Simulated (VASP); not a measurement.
# Cs (Im-3m) in VASP: a series of runs

Cs is run at these levels: PBE, RPBE; tasks: single point.

All numbers are computed with VASP 6.6.1; they aren't measurements. Logs are shortened: lines on timing, memory, paths and dates and some standing lists are left out, and cuts for length are marked.

### Step 1. The cell of the first run

The structure is cubic, space group Im-3m (No. 229). The conventional cell has a = 4.716 Å, b = 4.716 Å, c = 4.716 Å, α = 90.00°, β = 90.00°, γ = 90.00°. Within 5.4 Å of Cs (site symmetry m-3m) lie 14 Cs at 4.08 to 4.72 Å.

### Step 2. Single point, PBE (volume scaled by 0.45)

INCAR reads:

```
SYSTEM = Cs
PREC     = Accurate       ! precision mode
ENCUT    = 520            ! plane-wave cutoff, eV
EDIFF    = 1E-6           ! SCF threshold, eV
ISMEAR   = -1             ! smearing method
SIGMA    = 0.05           ! smearing width, eV
LREAL    = .False.        ! projectors in reciprocal space
LASPH    = .True.         ! aspherical terms in the spheres
NELM     = 100            ! most SCF steps
ALGO     = Normal         ! electronic algorithm
ISIF     = 2              ! what is computed and relaxed
LWAVE    = .False.        ! write WAVECAR
LCHARG   = .False.        ! write CHGCAR
GGA      = PE             ! functional
NBANDS   = 10             ! bands
```

KPOINTS reads:

```
regular mesh
0
Gamma
  9 9 9
  0 0 0
```

POSCAR reads:

```
Cs
1.0
   -2.3580537015      2.3580537015      2.3580537015
    2.3580537015     -2.3580537015      2.3580537015
    2.3580537015      2.3580537015     -2.3580537015
Cs
1
Direct
    0.0000000000      0.0000000000      0.0000000000
```

Potentials or basis: VASP PAW PBE potentials, release 64 (Cs_sv).

On the command line:

```sh
> cat potpaw_PBE.64/Cs_sv/POTCAR > POTCAR
> mpirun -np 1 vasp_std > vasp.out
```

OUTCAR:

```text
SYSTEM = Cs
   PREC = Accurate
   ENCUT = 520
   EDIFF = 1E-6
   ISMEAR = -1
   LREAL = .False.
   LASPH = .True.
   NELM = 100
   ISIF = 2
   GGA = PE

 ion  position               nearest neighbor table
   1  0.000  0.000  0.000-

  LATTYP: Found a body centered cubic cell.
 ALAT       =     4.7161074030

  Lattice vectors:

 A1 = (  -2.3580537015,   2.3580537015,   2.3580537015)
 A2 = (   2.3580537015,  -2.3580537015,   2.3580537015)
 A3 = (   2.3580537015,   2.3580537015,  -2.3580537015)

Analysis of symmetry for initial positions (statically):
=====================================================================
 Subroutine PRICEL returns:
 Original cell was already a primitive cell.

 Routine SETGRP: Setting up the symmetry group for a
 body centered cubic supercell.

 Subroutine GETGRP returns: Found 48 space group operations
 (whereof 48 operations were pure point group operations)
 out of a pool of 48 trial point group operations.

The static configuration has the point symmetry O_h .

Analysis of symmetry for dynamics (positions and initial velocities):
=====================================================================
 Subroutine PRICEL returns:
 Original cell was already a primitive cell.

 Routine SETGRP: Setting up the symmetry group for a
 body centered cubic supercell.

 Subroutine GETGRP returns: Found 48 space group operations
 (whereof 48 operations were pure point group operations)
 out of a pool of 48 trial point group operations.

The dynamic configuration has the point symmetry O_h .

 Subroutine INISYM returns: Found 48 space group operations
 (whereof 48 operations are pure point group operations),
 and found     1 'primitive' translations

----------------------------------------------------------------------------------------

                                     Primitive cell

  volume of cell :      52.4470

  direct lattice vectors                    reciprocal lattice vectors
    -2.358053701  2.358053701  2.358053701     0.000000000  0.212039276  0.212039276
     2.358053701 -2.358053701  2.358053701     0.212039276  0.000000000  0.212039276
     2.358053701  2.358053701 -2.358053701     0.212039276  0.212039276  0.000000000

  length of vectors
     4.084268818  4.084268818  4.084268818     0.299868820  0.299868820  0.299868820

  position of ions in fractional coordinates (direct lattice)
     0.000000000  0.000000000  0.000000000

  ion indices of the primitive-cell ions
   primitive index   ion index
                 1           1

----------------------------------------------------------------------------------------

 KPOINTS: regular mesh

Automatic generation of k-mesh.
 Grid dimensions read from file:
 generate k-points for:    9    9    9

 Generating k-lattice:

  Cartesian coordinates                     Fractional coordinates (reciprocal lattice)
     0.000000000  0.023559920  0.023559920     0.111111111  0.000000000  0.000000000
     0.023559920  0.000000000  0.023559920     0.000000000  0.111111111  0.000000000
     0.023559920  0.023559920  0.000000000     0.000000000  0.000000000  0.111111111

  Length of vectors
     0.033318758  0.033318758  0.033318758

  Shift w.r.t. Gamma in fractional coordinates (k-lattice)
     0.000000000  0.000000000  0.000000000

 Subroutine IBZKPT returns following result:
 ===========================================

 Found     35 irreducible k-points:

 Following reciprocal coordinates:
            Coordinates               Weight
  0.000000  0.000000  0.000000      1.000000
  0.111111  0.000000  0.000000     12.000000
  0.222222  0.000000  0.000000     12.000000
  0.333333  0.000000  0.000000     12.000000
  0.444444  0.000000  0.000000     12.000000
  0.111111  0.111111  0.000000     24.000000
[... 16 lines left out ...]
 -0.333333  0.444444  0.111111     48.000000
 -0.444444 -0.444444  0.111111     24.000000
 [... further k-points ...]
   k-points           NKPTS =     35   k-points in BZ     NKDIM =     35   number of bands    NBANDS=     10
   number of dos      NEDOS =    301   number of ions     NIONS =      1
   total plane-waves  NPLWV =  27000
   dimension x,y,z NGX =    30 NGY =   30 NGZ =   30
   dimension x,y,z NGXF=    60 NGYF=   60 NGZF=   60
   ions per type =               1
   NGX,Y,Z   is equivalent  to a cutoff of  12.21, 12.21, 12.21 a.u.
   NGXF,Y,Z  is equivalent  to a cutoff of  24.42, 24.42, 24.42 a.u.
 SYSTEM =  Cs
   PREC   = accura    normal or accurate (medium, high low for compatibility)
   ISTART =      0    job   : 0-new  1-cont  2-samecut
   ICHARG =      2    charge: 1-file 2-atom 10-const
   ISPIN  =      1    spin polarized calculation?
   LNONCOLLINEAR =      F non collinear calculations
   LSORBIT =      F    spin-orbit coupling
   LASPH  =      T    aspherical Exc in radial PAW
   ENCUT  =  520.0 eV  38.22 Ry    6.18 a.u.   7.59  7.59  7.59*2*pi/ulx,y,z
   NELM   =    100;   NELMIN=  2; NELMDL= -5     # of ELM steps
   EDIFF  = 0.1E-05   stopping-criterion for ELM
   LREAL  =      F    real-space projection
[... 7 lines left out ...]
   TEBEG  =    0.0;   TEEND  =   0.0 temperature during run
   PSTRESS=    0.0 pullay stress
   NELECT =       9.0000    total number of electrons
   NUPDOWN=      -1.0000    fix difference up-down
   EMIN   =  10.00;   EMAX   =-10.00  energy-range for DOS
   EFERMI =   0.00;   METHOD = LEGACY
   ISMEAR =    -1;   SIGMA  =   0.05  broadening in eV -4-tet -1-fermi 0-gaus
   EFERMI_NEDOS =   21; number of points for ismear=-14 and -15
   IALGO  =     38    algorithm
   IMIX   =      4    mixing-type and parameters
     AMIX     =   0.40;   BMIX     =  1.00
     AMIX_MAG =   1.60;   BMIX_MAG =  1.00
  volume/ion in A,a.u.               =      52.45       353.93
  Fermi-wavevector in a.u.,A,eV,Ry     =   0.909736  1.719151 11.260445  0.827619
  Thomas-Fermi vector in A             =   2.033815
   LORBIT       =      0    0 simple, 1 ext, 2 COOP (PROOUT), +10 PAW based schemes
   GGA     = PE    functional components
   LHFCALC =     F    Hartree Fock is set to
   AEXX    =    0.0000 exact exchange contribution
   IVDW    =     0    specifies the selected vdW correction
   LEPSILON=     F    determine dielectric tensor
   LRPA    =     F    only Hartree local field effects (RPA)
 non-spin polarized calculation
  energy-cutoff  :      520.00
  volume of cell :       52.45
 maximum number of plane-waves:      1435
   NGX = 15   NGY = 15   NGZ = 15

 number of electron       8.9999998 magnetization

 Free energy of the ion-electron system (eV)
  ---------------------------------------------------
  ext. energy  EPLUGINS =         0.00000000
  ---------------------------------------------------
  free energy    TOTEN  =        -0.26299172 eV

  energy without entropy =       -0.25376714  energy(sigma->0) =       -0.25837943

 E-fermi :   3.3569     XC(G=0):  -7.8679

 val. band max:        3.2902687913   @ k =  -0.2222   0.3333   0.1111
 cond. band min:       3.4645118130   @ k =  -0.4444  -0.4444   0.1111
 fundamental gap:      0.1742430217
 Fermi energy:         3.3569116975

 k-point     1 :       0.0000    0.0000    0.0000
  band No.  band energies     occupation
      1     -20.5335      2.00000
      2      -6.6872      2.00000
      3      -6.6872      2.00000
      4      -6.6872      2.00000
      5       1.1995      2.00000
      6       6.2442      0.00000
      7       6.2442      0.00000
      8       6.2442      0.00000
      9       7.8987      0.00000
     10       7.8987      0.00000

 k-point     2 :       0.1111    0.0000    0.0000
  band No.  band energies     occupation
      1     -20.5123      2.00000
      2      -6.8790      2.00000
      3      -6.7382      2.00000
      4      -6.6906      2.00000
      5       1.5442      2.00000
      6       5.9440      0.00000
      7       6.0214      0.00000
      8       6.5769      0.00000
      9       7.4782      0.00000
     10       7.8186      0.00000

 k-point     3 :       0.2222    0.0000    0.0000
  band No.  band energies     occupation
      1     -20.4579      2.00000
      2      -7.3181      2.00000
      3      -6.8629      2.00000
      4      -6.6995      2.00000
      5       2.3219      2.00000
      6       5.3730      0.00000
      7       5.3980      0.00000
      8       7.5370      0.00000
      9       7.5948      0.00000
     10       7.8009      0.00000

 k-point     4 :       0.3333    0.0000    0.0000
  band No.  band energies     occupation
      1     -20.3946      2.00000
      2      -7.7585      2.00000
      3      -6.9976      2.00000
      4      -6.7099      2.00000
      5       2.8177      1.99996
      6       4.8906      0.00000
      7       5.4185      0.00000
      8       8.0725      0.00000
      9       8.0804      0.00000
     10       9.0216      0.00000

 k-point     5 :       0.4444    0.0000    0.0000
  band No.  band energies     occupation
      1     -20.3525      2.00000
      2      -8.0215      2.00000
      3      -7.0820      2.00000
      4      -6.7169      2.00000
      5       2.7984      1.99997
      6       4.6296      0.00000
      7       6.1482      0.00000
      8       8.2085      0.00000
      9       8.7011      0.00000
     10       9.8814      0.00000

 k-point     6 :       0.1111    0.1111    0.0000
  band No.  band energies     occupation
      1     -20.4745      2.00000
      2      -7.1808      2.00000
      3      -6.8021      2.00000
      4      -6.7336      2.00000
      5       2.1259      2.00000
      6       5.4917      0.00000
      7       5.5676      0.00000
      8       7.1805      0.00000
      9       7.2712      0.00000
     10       8.1174      0.00000
[... 183 lines left out ...]
 k-point    21 :      -0.2222    0.3333    0.1111
  band No.  band energies     occupation
      1     -20.3847      2.00000
      2      -7.5857      2.00000
      3      -7.0853      2.00000
      4      -6.8981      2.00000
      5       3.2903      1.58263
      6       4.6269      0.00000
      7       5.6471      0.00000
      8       6.5902      0.00000
      9       8.2898      0.00000
     10       9.0571      0.00000

 k-point    22 :      -0.4444    0.4444    0.1111
  band No.  band energies     occupation
      1     -20.3378      2.00000
      2      -7.9723      2.00000
      3      -7.1435      2.00000
      4      -6.8325      2.00000
      5       3.0749      1.99292
      6       4.9655      0.00000
      7       5.4683      0.00000
      8       7.0450      0.00000
      9       9.2846      0.00000
     10      10.6399      0.00000

 k-point    23 :      -0.3333    0.4444    0.1111
  band No.  band energies     occupation
      1     -20.3356      2.00000
      2      -7.8204      2.00000
      3      -7.2546      2.00000
      4      -6.9080      2.00000
      5       3.5509      0.04050
      6       4.5154      0.00000
      7       5.4117      0.00000
      8       6.9942      0.00000
      9       8.6876      0.00000
     10      10.1238      0.00000

 k-point    24 :      -0.4444   -0.4444    0.1111
  band No.  band energies     occupation
      1     -20.3160      2.00000
      2      -7.9110      2.00000
      3      -7.3212      2.00000
      4      -6.9082      2.00000
      5       3.4645      0.20829
      6       4.9996      0.00000
      7       5.0012      0.00000
      8       6.9084      0.00000
      9       9.3308      0.00000
     10      11.5029      0.00000

 [... further k-points ...]
[... 5 lines left out ...]
  --------------------------------------------------------------------------------------
  -------------------------------------------------------------------------------------
  Total        1.4907800      1.4907800      1.4907800      0.0000000      0.0000000      0.0000000
  in kB       45.5410522     45.5410522     45.5410522      0.0000000      0.0000000      0.0000000
  external PRESSURE =      45.5410522 kB  Pullay stress =       0.0000000 kB

 VOLUME and BASIS-vectors are now :
 -----------------------------------------------------------------------------
  energy-cutoff  :      520.00
  volume of cell :       52.45
      direct lattice vectors                 reciprocal lattice vectors
    -2.358053701  2.358053701  2.358053701     0.000000000  0.212039276  0.212039276
     2.358053701 -2.358053701  2.358053701     0.212039276  0.000000000  0.212039276
     2.358053701  2.358053701 -2.358053701     0.212039276  0.212039276  0.000000000

 POSITION                                       TOTAL-FORCE (eV/Angst)
 -----------------------------------------------------------------------------------
      0.00000      0.00000      0.00000        -0.000000     -0.000000      0.000000
 -----------------------------------------------------------------------------------
    total drift:                               -0.000000      0.000000      0.000000

  FREE ENERGIE OF THE ION-ELECTRON SYSTEM (eV)
  ---------------------------------------------------
  free  energy   TOTEN  =        -0.2629917189 eV

  energy  without entropy=       -0.2537671438  energy(sigma->0) =       -0.25837943
```

It took 12 s on 1 thread of Intel Xeon Platinum 8488C (Sapphire Rapids), shared host; peak memory 0.17 GiB.

What came out:

- Free energy: -0.2630 eV
- Pressure: 4.6 GPa

Caveat: spin-orbit coupling is left out, which moves the levels of the heavy elements.

### Step 3. Single point, PBE (volume scaled by 0.45, source ansatz)

INCAR reads:

```
PREC = Accurate ; ENCUT = 520
EDIFF = 1E-6 ; ISMEAR = -1
SIGMA = 0.05 ; LREAL = False
LASPH = True ; NELM = 60
ALGO = Normal ; ISIF = 2
LWAVE = False ; LCHARG = False
GGA = PE ; NBANDS = 10
```

KPOINTS reads:

```
Automatic mesh
0
Gamma
  9 9 9
```

POSCAR is that of step 2.

Potentials or basis: VASP PAW PBE potentials, release 64 (Cs_sv).

On the command line:

```sh
> cat potpaw_PBE.64/Cs_sv/POTCAR > POTCAR
> mpirun -np 1 vasp_std > vasp.out
```

Wall time 14 s (1 thread of Intel Xeon Platinum 8488C (Sapphire Rapids), shared host); peak memory 0.17 GiB.

It converged, with:

| Item | Value |
| --- | --- |
| Free energy | -0.2630 eV |
| Pressure | 4.6 GPa |

Levels at points of the mesh, in eV from the Fermi level:
| k point | band 1 | band 2 | band 3 | band 4 | band 5 | band 6 | band 7 | band 8 | band 9 | band 10 |
| --- | --- | --- | --- | --- | --- | --- | --- | --- | --- | --- |
| (0.00, 0.00, 0.00) | -23.89 | -10.04 | -10.04 | -10.04 | -2.16 | 2.89 | 2.89 | 2.89 | 4.54 | 4.54 |

Caveat: spin-orbit coupling is left out, which moves the levels of the heavy elements.

(Continued in part 2 of 2.)
